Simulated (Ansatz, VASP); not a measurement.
One calculation of SnSe, two programs

File INCAR:

```
PREC     = Accurate       # precision mode
ENCUT    = 600            # plane-wave cutoff, eV
EDIFF    = 1E-6           # SCF threshold, eV
ISMEAR   = -1             # smearing method
SIGMA    = 0.1            # smearing width, eV
LREAL    = F              # projectors in reciprocal space
LASPH    = T              # aspherical terms in the spheres
NELM     = 100            # most SCF steps
ALGO     = Normal         # electronic algorithm
ISIF     = 3              # what is computed and relaxed
LWAVE    = F              # write WAVECAR
LCHARG   = F              # write CHGCAR
GGA      = PE             # functional
IBRION   = 2              # ionic algorithm
NSW      = 60             # ionic steps
EDIFFG   = -0.005         # ionic threshold
```

File KPOINTS:

```
Automatic mesh
0
Gamma
  13 13 13
```

The input POSCAR:

```
SnSe
1.0
    0.0000000000      2.6454205252      2.6454205252
    2.6454205252      0.0000000000      2.6454205252
    2.6454205252      2.6454205252      0.0000000000
Sn Se
1 1
Direct
    0.0000000000      0.0000000000      0.0000000000
    0.5000000000      0.5000000000      0.5000000000
```

Input for Ansatz:

```yaml
crystal:
  lattice:
    - [0.0, 2.6454205252, 2.6454205252]
    - [2.6454205252, 0.0, 2.6454205252]
    - [2.6454205252, 2.6454205252, 0.0]
  atoms:
    - { symbol: Sn, position: [0.0, 0.0, 0.0] }
    - { symbol: Se, position: [0.5, 0.5, 0.5] }
kpoints:
  mp_grid: { grid: [13, 13, 13] }
scf:
  occupations: { method: fermi_dirac, width: 0.1 }
hamiltonian:
  xc: pbe
  pseudopotentials: { kind: paw }
output:
  forces: true
  stress: true
  write_density: true
  write_potential: true
  elf: true
  volumetric_format: npy
relax:
  f_tol: 0.005
  max_steps: 40
  cell: {}
```

Alike in both runs: task relaxation of cell and atoms; functional PBE; k mesh 13 × 13 × 13; occupations fermi-dirac, width 0.1 eV; no spin polarisation.

|  | VASP | Ansatz |
| --- | --- | --- |
| version | VASP 6.6.1 | Ansatz 0.2.0 |
| potentials or method | VASP PAW PBE potentials, release 64 (Sn_d, Se) | PAW with Ansatz's default frozen-core files, scalar-relativistic |
| plane-wave cutoff (eV) | 600 | 420 |
| valence electrons in the cell | 20 | 30 |

VASP gave:

```
relaxed volume (Å³/atom)                                        : 27.85
relaxed length of the cell vector where the two differ most in proportion (Å) : 4.287
```

Task: Estimate Ansatz's values.

Result: Relaxed volume (Å³/atom): 27.84; relaxed length of the cell vector where the two differ most in proportion (Å): 4.286.

VASP's potentials hold 20 valence electrons a cell and Ansatz's 30, so a difference there can come from the potentials and not from the codes.

Noted on VASP's run: the volume moved by over 15 % at a fixed basis, so the end points are rough.
